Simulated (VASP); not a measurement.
Write the native input for VASP 6.6.1 that does the following.

```yaml
Task: single point
Functional: PBE
Potentials_or_basis: VASP PAW PBE potentials, release 64 (Si, C)
Cutoff: 520 eV
k_mesh: 12 × 12 × 6
Occupations: gaussian, width 0.02 eV
Spin: no spin polarisation
Dipole_correction: no
Further_INCAR_settings: ALGO = Normal; EDIFF = 1e-06; NBANDS = 16
```

The structure of SiC lies in POSCAR:

```
SiC
1.0
    3.2156139758      0.0000000000      0.0000000000
   -1.6078069879      2.7848033918      0.0000000000
    0.0000000000      0.0000000000      4.9525092775
Si C
2 2
Direct
    0.3333333333      0.6666666667      0.4984726701
    0.6666666667      0.3333333333      0.9984726701
    0.3333333333      0.6666666667      0.8765273299
    0.6666666667      0.3333333333      0.3765273299
```

This cell differs from its parent crystal: biaxial strain in the a-b plane: +4.0 %.

One way to write it, as run:

INCAR

```
SYSTEM = SiC
PREC     = Accurate       ! precision mode
ENCUT    = 520            ! plane-wave cutoff, eV
EDIFF    = 1E-6           ! SCF threshold, eV
ISMEAR   = 0              ! smearing method
SIGMA    = 0.02           ! smearing width, eV
LREAL    = .False.        ! projectors in reciprocal space
LASPH    = .True.         ! aspherical terms in the spheres
NELM     = 80             ! most SCF steps
ALGO     = Normal         ! electronic algorithm
ISIF     = 2              ! what is computed and relaxed
LWAVE    = .False.        ! write WAVECAR
LCHARG   = .False.        ! write CHGCAR
GGA      = PE             ! functional
NBANDS   = 16             ! bands
```

KPOINTS

```
Automatic mesh
0
Gamma
  12 12 6
  0 0 0
```

Potentials or basis: VASP PAW PBE potentials, release 64 (Si, C).

Command:

```console
$ cat potpaw_PBE.64/Si/POTCAR potpaw_PBE.64/C/POTCAR > POTCAR
$ mpirun -np 1 vasp_std > vasp.out
```

It gave:

- Pressure: -9.7 GPa
- Largest force: 0.364 eV/Å
- Band gap on the k mesh: 2.09 eV, indirect (least direct gap 3.16 eV)

Caveat: the cell differs from its parent crystal (biaxial strain in the a-b plane: +4.0 %).

Wall time 14 s on 1 thread of Intel(R) Xeon(R) 6975P-C (Granite Rapids), with other jobs on the host, peak memory 0.18 GiB.
